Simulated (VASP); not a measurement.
**Sb: single point with PBE**

The system is Sb, a sheet with vacuum.

```
Sb
1.0
     4.12043    0.00000    0.00000
    -2.06022    3.56840    0.00000
     0.00000    0.00000   27.10000
Sb
2
Cartesian
  0.0000 2.3789 7.0079
  2.0602 1.1895 8.6421
```

```json
{"Program": "VASP 6.6.1", "Task": "single point", "Functional": "PBE", "Potentials or basis": "VASP PAW PBE potentials, release 64 (Sb_d_GW)", "Cutoff": "400 eV", "k mesh": "12 × 12 × 1", "Occupations": "gaussian, width 0.03 eV", "Spin": "no spin polarisation", "Dipole correction": "yes", "Further INCAR settings": "ALGO = Normal; EDIFF = 1e-06; NBANDS = 22; NELMDL = -8"}
```

- Band gap on the k mesh: 1.31 eV (least direct gap 1.59 eV)

Levels at points of the mesh, in eV from the valence-band top:
```tsv
k point	band 12	band 13	band 14	band 15	band 16	band 17	band 18	band 19
(0.00, 0.00, 0.00)	-6.30	-0.58	0.00	0.00	1.59	2.79	2.79	4.31
(0.50, 0.00, 0.00)	-7.76	-2.93	-1.54	-1.45	1.66	2.48	3.56	5.12
```

Run time: 2.9 min on 1 thread of AMD EPYC 7R13 Processor (Zen 3) (shared host), peak memory 0.39 GiB.

Caveat: spin-orbit coupling is left out, which moves the levels of the heavy elements.
